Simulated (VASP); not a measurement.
# Nb (Im-3m) in VASP: a series of runs

Nb is run at these levels: PBEsol; tasks: single point, relaxation of cell and atoms.

Program: VASP 6.6.1. These are calculated values, not measurements. Logs are shortened: lines on timing, memory, paths and dates and some standing lists are left out, and cuts for length are marked.

## (1) The cell of the first run

It takes space group Im-3m (No. 229, cubic). Conventional cell: a = 3.318 Å, b = 3.318 Å, c = 3.318 Å, α = 90.00°, β = 90.00°, γ = 90.00°. Nb (site symmetry m-3m) has 14 Nb at 2.87 to 3.32 Å within 3.8 Å.

## (2) Single point, PBEsol

The input, INCAR:

```
SYSTEM = Nb
PREC = Accurate
ENCUT = 520
EDIFF = 1E-6
ISMEAR = 0
SIGMA = 0.1
LREAL = .False.
LASPH = .True.
NELM = 60
ALGO = Fast
ISIF = 2
LWAVE = .False.
LCHARG = .False.
GGA = PS
NBANDS = 12
```

The input, KPOINTS:

```
regular mesh
0
Gamma
  8 8 8
  0 0 0
```

The input, POSCAR:

```
Nb
1.0
   -1.6588161900      1.6588161900      1.6588161900
    1.6588161900     -1.6588161900      1.6588161900
    1.6588161900      1.6588161900     -1.6588161900
Nb
1
Direct
    0.0000000000      0.0000000000      0.0000000000
```

Potentials or basis: VASP PAW PBE potentials, release 64 (Nb_sv).

Started as:

```bash
> cat potpaw_PBE.64/Nb_sv/POTCAR > POTCAR
> mpirun -np 1 vasp_std > vasp.out
```

OUTCAR:

```text
SYSTEM = Nb
   PREC = Accurate
   ENCUT = 520
   EDIFF = 1E-6
   ISMEAR = 0
   LREAL = .False.
   LASPH = .True.
   NELM = 60
   ISIF = 2
   GGA = PS

 ion  position               nearest neighbor table
   1  0.000  0.000  0.000-

  LATTYP: Found a body centered cubic cell.
 ALAT       =     3.3176323800

  Lattice vectors:

 A1 = (  -1.6588161900,   1.6588161900,   1.6588161900)
 A2 = (   1.6588161900,  -1.6588161900,   1.6588161900)
 A3 = (   1.6588161900,   1.6588161900,  -1.6588161900)

Analysis of symmetry for initial positions (statically):
=====================================================================
 Subroutine PRICEL returns:
 Original cell was already a primitive cell.

 Routine SETGRP: Setting up the symmetry group for a
 body centered cubic supercell.

 Subroutine GETGRP returns: Found 48 space group operations
 (whereof 48 operations were pure point group operations)
 out of a pool of 48 trial point group operations.

The static configuration has the point symmetry O_h .

Analysis of symmetry for dynamics (positions and initial velocities):
=====================================================================
 Subroutine PRICEL returns:
 Original cell was already a primitive cell.

 Routine SETGRP: Setting up the symmetry group for a
 body centered cubic supercell.

 Subroutine GETGRP returns: Found 48 space group operations
 (whereof 48 operations were pure point group operations)
 out of a pool of 48 trial point group operations.

The dynamic configuration has the point symmetry O_h .

 Subroutine INISYM returns: Found 48 space group operations
 (whereof 48 operations are pure point group operations),
 and found     1 'primitive' translations

----------------------------------------------------------------------------------------

                                     Primitive cell

  volume of cell :      18.2581

  direct lattice vectors                    reciprocal lattice vectors
    -1.658816190  1.658816190  1.658816190     0.000000000  0.301419773  0.301419773
     1.658816190 -1.658816190  1.658816190     0.301419773  0.000000000  0.301419773
     1.658816190  1.658816190 -1.658816190     0.301419773  0.301419773  0.000000000

  length of vectors
     2.873153921  2.873153921  2.873153921     0.426271931  0.426271931  0.426271931

  position of ions in fractional coordinates (direct lattice)
     0.000000000  0.000000000  0.000000000

  ion indices of the primitive-cell ions
   primitive index   ion index
                 1           1

----------------------------------------------------------------------------------------

 KPOINTS: regular mesh

Automatic generation of k-mesh.
 Grid dimensions read from file:
 generate k-points for:    8    8    8

 Generating k-lattice:

  Cartesian coordinates                     Fractional coordinates (reciprocal lattice)
     0.000000000  0.037677472  0.037677472     0.125000000  0.000000000  0.000000000
     0.037677472  0.000000000  0.037677472     0.000000000  0.125000000  0.000000000
     0.037677472  0.037677472  0.000000000     0.000000000  0.000000000  0.125000000

  Length of vectors
     0.053283991  0.053283991  0.053283991

  Shift w.r.t. Gamma in fractional coordinates (k-lattice)
     0.000000000  0.000000000  0.000000000

 Subroutine IBZKPT returns following result:
 ===========================================

 Found     29 irreducible k-points:

 Following reciprocal coordinates:
            Coordinates               Weight
  0.000000  0.000000  0.000000      1.000000
  0.125000  0.000000  0.000000     12.000000
  0.250000  0.000000  0.000000     12.000000
  0.375000  0.000000  0.000000     12.000000
  0.500000  0.000000  0.000000      6.000000
  0.125000  0.125000  0.000000     24.000000
[... 16 lines left out ...]
 -0.250000  0.250000  0.250000      6.000000
 -0.375000  0.375000  0.250000     24.000000
 [... further k-points ...]
   k-points           NKPTS =     29   k-points in BZ     NKDIM =     29   number of bands    NBANDS=     12
   number of dos      NEDOS =    301   number of ions     NIONS =      1
   total plane-waves  NPLWV =  13824
   dimension x,y,z NGX =    24 NGY =   24 NGZ =   24
   dimension x,y,z NGXF=    48 NGYF=   48 NGZF=   48
   ions per type =               1
   NGX,Y,Z   is equivalent  to a cutoff of  13.89, 13.89, 13.89 a.u.
   NGXF,Y,Z  is equivalent  to a cutoff of  27.77, 27.77, 27.77 a.u.
 SYSTEM =  Nb
   PREC   = accura    normal or accurate (medium, high low for compatibility)
   ISTART =      0    job   : 0-new  1-cont  2-samecut
   ICHARG =      2    charge: 1-file 2-atom 10-const
   ISPIN  =      1    spin polarized calculation?
   LNONCOLLINEAR =      F non collinear calculations
   LSORBIT =      F    spin-orbit coupling
   LASPH  =      T    aspherical Exc in radial PAW
   ENCUT  =  520.0 eV  38.22 Ry    6.18 a.u.   5.34  5.34  5.34*2*pi/ulx,y,z
   NELM   =     60;   NELMIN=  2; NELMDL= -5     # of ELM steps
[... 65 lines left out ...]
      7      11.2082      0.00000
      8      11.2082      0.00000
      9      14.0755      0.00000
     10      14.0755      0.00000
     11      25.0310      0.00000
     12      25.0310      0.00000

 k-point     2 :       0.1250    0.0000    0.0000
  band No.  band energies     occupation
      1     -43.4270      2.00000
      2     -19.0077      2.00000
      3     -18.8654      2.00000
      4     -18.8044      2.00000
      5       5.5180      2.00000
      6      10.8454      0.06044
      7      11.0828      0.00000
      8      11.8098      0.00000
      9      13.6325      0.00000
     10      14.0871      0.00000
     11      25.4587      0.00000
     12      26.1020      0.00000

 k-point     3 :       0.2500    0.0000    0.0000
  band No.  band energies     occupation
      1     -43.3448      2.00000
      2     -19.4823      2.00000
      3     -19.0137      2.00000
      4     -18.8085      2.00000
      5       6.8384      2.00000
      6      10.0907      2.00000
      7      10.7404      0.69454
      8      13.4929      0.00000
      9      13.5680      0.00000
     10      14.2261      0.00000
     11      25.1395      0.00000
     12      26.6407      0.00000

 k-point     4 :       0.3750    0.0000    0.0000
  band No.  band energies     occupation
      1     -43.2613      2.00000
      2     -19.9325      2.00000
      3     -19.1581      2.00000
      4     -18.8128      2.00000
      5       7.2891      2.00000
      6       9.4552      2.00000
      7      11.7691      0.00000
      8      14.0322      0.00000
      9      14.5552      0.00000
     10      15.7773      0.00000
     11      23.3165      0.00000
     12      24.1344      0.00000

 k-point     5 :       0.5000    0.0000    0.0000
  band No.  band energies     occupation
      1     -43.2263      2.00000
      2     -20.1127      2.00000
      3     -19.2168      2.00000
      4     -18.8147      2.00000
      5       7.1640      2.00000
      6       9.2174      2.00000
      7      13.0673      0.00000
      8      14.0973      0.00000
      9      14.7713      0.00000
     10      17.1367      0.00000
     11      22.4252      0.00000
     12      22.6675      0.00000
[... 228 lines left out ...]
      1     -43.1649      2.00000
      2     -19.7481      2.00000
      3     -19.7481      2.00000
      4     -19.0525      2.00000
      5       9.2777      2.00000
      6       9.2777      2.00000
      7       9.5905      2.00000
      8      14.5944      0.00000
      9      14.5944      0.00000
     10      21.1111      0.00000
     11      21.8881      0.00000
     12      21.8881      0.00000

 k-point    22 :       0.2500    0.2500    0.2500
  band No.  band energies     occupation
      1     -43.2080      2.00000
      2     -19.4674      2.00000
      3     -19.4674      2.00000
      4     -19.4674      2.00000
      5       9.7582      2.00000
      6       9.7582      2.00000
      7       9.7582      2.00000
      8      14.9014      0.00000
      9      14.9014      0.00000
     10      20.0314      0.00000
     11      22.6437      0.00000
     12      22.6437      0.00000

 k-point    23 :      -0.2500    0.2500    0.2500
  band No.  band energies     occupation
      1     -43.2458      2.00000
      2     -19.5088      2.00000
      3     -19.2437      2.00000
      4     -19.2437      2.00000
      5       8.3268      2.00000
      6       9.7987      2.00000
      7      11.7969      0.00000
      8      11.7969      0.00000
      9      13.3320      0.00000
     10      15.4849      0.00000
     11      25.3730      0.00000
     12      28.8170      0.00000

 k-point    24 :      -0.3750    0.3750    0.2500
  band No.  band energies     occupation
      1     -43.1746      2.00000
      2     -19.7752      2.00000
      3     -19.4006      2.00000
      4     -19.2838      2.00000
      5       8.4980      2.00000
      6       9.0075      2.00000
      7      11.7975      0.00000
      8      12.5375      0.00000
      9      15.2614      0.00000
     10      16.5514      0.00000
     11      24.4537      0.00000
     12      26.2917      0.00000

 [... further k-points ...]

------------------------ aborting loop because EDIFF is reached ----------------------------------------

  FORCE on cell =-STRESS in cart. coord.  units (eV):
  Direction    XX          YY          ZZ          XY          YZ          ZX
  --------------------------------------------------------------------------------------
  -------------------------------------------------------------------------------------
  Total       -0.7919571     -0.7919571     -0.7919571      0.0000000     -0.0000000      0.0000000
  in kB      -69.4956258    -69.4956258    -69.4956258      0.0000000     -0.0000000      0.0000000
  external PRESSURE =     -69.4956258 kB  Pullay stress =       0.0000000 kB

 VOLUME and BASIS-vectors are now :
 -----------------------------------------------------------------------------
  energy-cutoff  :      520.00
  volume of cell :       18.26
      direct lattice vectors                 reciprocal lattice vectors
    -1.658816190  1.658816190  1.658816190     0.000000000  0.301419773  0.301419773
     1.658816190 -1.658816190  1.658816190     0.301419773  0.000000000  0.301419773
     1.658816190  1.658816190 -1.658816190     0.301419773  0.301419773  0.000000000

 POSITION                                       TOTAL-FORCE (eV/Angst)
 -----------------------------------------------------------------------------------
      0.00000      0.00000      0.00000         0.000000     -0.000000      0.000000
 -----------------------------------------------------------------------------------
    total drift:                                0.000000      0.000000      0.000000

  FREE ENERGIE OF THE ION-ELECTRON SYSTEM (eV)
  ---------------------------------------------------
  free  energy   TOTEN  =       -10.9649986656 eV

  energy  without entropy=      -10.9583917369  energy(sigma->0) =      -10.96169520
```

Wall time 17 s (1 thread of Intel Xeon 8259CL, shared host); peak memory 0.14 GiB.

Results:

* Free energy: -10.9650 eV
* Pressure: -6.9 GPa
* Band gap on the k mesh: zero (an odd number of electrons rules out a gap without spin polarisation)

Caveat: the cell stands under tension; the PAW data sets were made with another functional, which shifts forces and pressure a little.

## (3) Single point, PBEsol

This run uses another cell than the first one, of 17.52 Å³/atom.

INCAR: that of step 2 with these lines changed.

```diff
@@ -8,3 +8,3 @@
 LASPH = .True.
-NELM = 60
+NELM = 80
 ALGO = Fast
```

The input, KPOINTS:

```
Automatic mesh
0
Gamma
  18 18 18
  0 0 0
```

The input, POSCAR:

```
Nb
1.0
   -1.6362027021      1.6362027021      1.6362027021
    1.6362027021     -1.6362027021      1.6362027021
    1.6362027021      1.6362027021     -1.6362027021
Nb
1
Direct
    0.0000000000      0.0000000000      0.0000000000
```

Potentials or basis: VASP PAW PBE potentials, release 64 (Nb_sv).

Started as:

```bash
> cat potpaw_PBE.64/Nb_sv/POTCAR > POTCAR
> mpirun -np 1 vasp_std > vasp.out
```

Wall time 90 s (1 thread of Intel Xeon 8259CL, shared host); peak memory 0.17 GiB.

The run converged. Its results:

* Free energy: -10.9556 eV
* Pressure: -0.3 GPa
* Band gap on the k mesh: zero (an odd number of electrons rules out a gap without spin polarisation)

Levels at points of the mesh, in eV from the Fermi level:
```
           k point  band 4  band 5  band 6  band 7  band 8  band 9
(0.00, 0.00, 0.00)  -29.47   -6.01    0.37    0.37    0.37    3.38
(0.50, 0.00, 0.00)  -29.49   -3.84   -1.73    2.44    3.43    4.13
(0.50, 0.50, 0.50)  -30.49   -3.88   -3.88    5.85    5.85    5.85
```

Caveat: the PAW data sets were made with another functional, which shifts forces and pressure a little.

## (4) Single point, PBEsol

This run uses another cell than the first one, of 17.56 Å³/atom.

The input, INCAR:

```
PREC = Accurate ; ENCUT = 520
EDIFF = 1E-6 ; ISMEAR = -1
SIGMA = 0.15 ; LREAL = False
LASPH = True ; NELM = 60
ALGO = Normal ; ISIF = 2
LWAVE = False ; LCHARG = False
GGA = PS ; NBANDS = 12
```

The input, KPOINTS:

```
regular mesh
0
Gamma
  18 18 18
```

The input, POSCAR:

```
Nb
1.0
   -1.6374644737      1.6374644737      1.6374644737
    1.6374644737     -1.6374644737      1.6374644737
    1.6374644737      1.6374644737     -1.6374644737
Nb
1
Direct
    0.0000000000      0.0000000000      0.0000000000
```

Started as:

```bash
> cat potpaw_PBE.64/Nb_sv/POTCAR > POTCAR
> mpirun -np 1 vasp_std > vasp.out
```

It took 51 s on 1 thread of Intel Xeon 8259CL, shared host; peak memory 0.17 GiB.

Results (log left out):

* Free energy: -11.0050 eV
* Pressure: -0.3 GPa
* Band gap on the k mesh: zero (an odd number of electrons rules out a gap without spin polarisation)

Levels at points of the mesh, in eV from the Fermi level:
| k point | band 2 | band 3 | band 4 | band 5 | band 6 | band 7 | band 8 | band 9 | band 10 | band 11 |
| --- | --- | --- | --- | --- | --- | --- | --- | --- | --- | --- |
| (0.00, 0.00, 0.00) | -29.53 | -29.53 | -29.53 | -6.05 | 0.32 | 0.32 | 0.32 | 3.32 | 3.32 | 14.24 |
| (0.50, 0.00, 0.00) | -31.01 | -29.99 | -29.54 | -3.88 | -1.78 | 2.37 | 3.37 | 4.08 | 6.59 | 11.66 |
| (0.50, 0.50, 0.50) | -30.54 | -30.54 | -30.54 | -3.92 | -3.92 | 5.78 | 5.78 | 5.78 | 9.23 | 9.23 |

Caveat: the PAW data sets were made with another functional, which shifts forces and pressure a little.

## (5) Relaxation of cell and atoms, PBEsol

This run uses another cell than the first one, of 17.52 Å³/atom.

The input, INCAR:

```
SYSTEM = Nb
PREC = Accurate
ENCUT = 600
EDIFF = 1E-7
ISMEAR = -1
SIGMA = 0.15
LREAL = .FALSE.
LASPH = .TRUE.
NELM = 60
ALGO = Normal
ISIF = 3
LWAVE = .FALSE.
LCHARG = .FALSE.
GGA = PS
IBRION = 2
NSW = 80
EDIFFG = -0.001
```

The input, KPOINTS:

```
regular mesh
0
G
  18 18 18
  0 0 0
```

The input, POSCAR:

```
Nb
1.0
   -1.6362027021      1.6362027021      1.6362027021
    1.6362027021     -1.6362027021      1.6362027021
    1.6362027021      1.6362027021     -1.6362027021
Nb
1
Direct
    0.0000000000      0.0000000000      0.0000000000
```

Started as:

```bash
> cat potpaw_PBE.64/Nb_sv/POTCAR > POTCAR
> mpirun -np 1 vasp_std > vasp.out
```

Run time: 93 s. Hardware: 1 thread of Intel Xeon 8259CL, shared host; peak memory 0.18 GiB.

It converged, with:

```
Free energy                           : -11.0052 eV
Relaxed volume                        : 17.54 Å³/atom
Relaxed cell                          : a = 2.835 Å, b = 2.835 Å, c = 2.835 Å, α = 109.47°, β = 109.47°, γ = 109.47°
Space group after relaxing (to 0.1 Å) : Im-3m (No. 229)
Energy gained by relaxing             : 0.0 meV/atom
Ionic steps                           : 3
Pressure after relaxing               : 0.0 GPa
Band gap on the k mesh                : zero (an odd number of electrons rules out a gap without spin polarisation)
```

Final structure:
```
CELL_PARAMETERS angstrom
-1.63670 1.63670 1.63670
1.63670 -1.63670 1.63670
1.63670 1.63670 -1.63670
ATOMIC_POSITIONS crystal
Nb 0.00000 0.00000 0.00000
```

Levels at points of the mesh, in eV from the Fermi level:
```tsv
k point	band 2	band 3	band 4	band 5	band 6	band 7	band 8	band 9	band 10
(0.00, 0.00, 0.00)	-29.52	-29.52	-29.52	-6.06	0.32	0.32	0.32	3.32	3.32
(0.50, 0.00, 0.00)	-31.01	-29.99	-29.54	-3.89	-1.78	2.38	3.37	4.08	6.60
(0.50, 0.50, 0.50)	-30.54	-30.54	-30.54	-3.93	-3.93	5.79	5.79	5.79	9.24
```

Caveat: the PAW data sets were made with another functional, which shifts forces and pressure a little.

## (6) Relaxation of cell and atoms, PBEsol

The input, INCAR:

```
SYSTEM = Nb
PREC = Accurate
ENCUT = 600
EDIFF = 1E-6
ISMEAR = 0
SIGMA = 0.1
LREAL = .False.
LASPH = .True.
NELM = 60
ALGO = Normal
ISIF = 3
LWAVE = .False.
LCHARG = .False.
GGA = PS
IBRION = 2
NSW = 100
EDIFFG = -0.002
```

The input, KPOINTS:

```
regular mesh
0
Gamma
  18 18 18
  0 0 0
```

The input, POSCAR:

```
Nb
1.0
   -1.6588161900      1.6588161900      1.6588161900
    1.6588161900     -1.6588161900      1.6588161900
    1.6588161900      1.6588161900     -1.6588161900
Nb
1
Direct
    0.0000000000      0.0000000000      0.0000000000
```

Potentials or basis: VASP PAW PBE potentials, release 64 (Nb_sv).

Started as:

```bash
> cat potpaw_PBE.64/Nb_sv/POTCAR > POTCAR
> mpirun -np 1 vasp_std > vasp.out
```

Wall time 2.2 min (1 thread of Intel Xeon 8259CL, shared host); peak memory 0.18 GiB.

Results (log left out):

```
Free energy                           : -10.9562 eV
Relaxed volume                        : 17.50 Å³/atom
Relaxed cell                          : a = 2.833 Å, b = 2.833 Å, c = 2.833 Å, α = 109.47°, β = 109.47°, γ = 109.47°
Space group after relaxing (to 0.1 Å) : Im-3m (No. 229)
Energy gained by relaxing             : 17.4 meV/atom
Ionic steps                           : 4
Pressure after relaxing               : 0.0 GPa
Band gap on the k mesh                : zero (an odd number of electrons rules out a gap without spin polarisation)
```

The path:
| step | energy change (eV) | largest force (eV/Å) | pressure (GPa) | volume (Å³) |
| --- | --- | --- | --- | --- |
| 1 | 0.0000 | 0.0000 | -7.12 | 18.26 |
| 2 | 0.0436 | 0.0000 | 15.91 | 16.20 |
| 3 | -0.0174 | 0.0000 | -0.20 | 17.52 |
| 4 | -0.0174 | 0.0000 | -0.01 | 17.50 |

Final structure:
```yaml
crystal:
  lattice:
    - [-1.63549, 1.63549, 1.63549]
    - [1.63549, -1.63549, 1.63549]
    - [1.63549, 1.63549, -1.63549]
  atoms:
    - { symbol: Nb, position: [0.00000, 0.00000, 0.00000] }
```

Levels at points of the mesh, in eV from the Fermi level:
```
           k point  band 4  band 5  band 6  band 7  band 8  band 9
(0.00, 0.00, 0.00)  -29.47   -6.01    0.37    0.37    0.37    3.38
(0.50, 0.00, 0.00)  -29.49   -3.85   -1.74    2.44    3.43    4.14
(0.50, 0.50, 0.50)  -30.49   -3.89   -3.89    5.85    5.85    5.85
```

Caveat: the PAW data sets were made with another functional, which shifts forces and pressure a little.

## (7) The runs side by side

```tsv
task	cell	k mesh	cutoff (eV)	smearing	gap on the mesh (eV)	pressure (GPa)	relaxed volume (Å³/atom)
single point	a = 2.873 Å, angles 109.5°, 1 atom	8 × 8 × 8	520	gaussian 0.1 eV	none	-6.9	-
single point	a = 2.834 Å, angles 109.5°, 1 atom	18 × 18 × 18	520	gaussian 0.1 eV	none	-0.3	-
single point	a = 2.836 Å, angles 109.5°, 1 atom	18 × 18 × 18	520	fermi-dirac 0.15 eV	none	-0.3	-
relaxation of cell and atoms	relaxed from a = 2.834 Å, angles 109.5°, 1 atom	18 × 18 × 18	600	fermi-dirac 0.15 eV	none	0.0	17.54
relaxation of cell and atoms	relaxed from a = 2.873 Å, angles 109.5°, 1 atom	18 × 18 × 18	600	gaussian 0.1 eV	none	0.0	17.50
```

Alike in all rows: level PBEsol; potentials or basis VASP PAW PBE potentials, release 64 (Nb_sv); no spin polarisation.

Caveats: the PAW data sets were made with another functional, which shifts forces and pressure a little; the cell stands under tension (at least some runs).

Absolute energies hang on the potentials; compare differences alone.
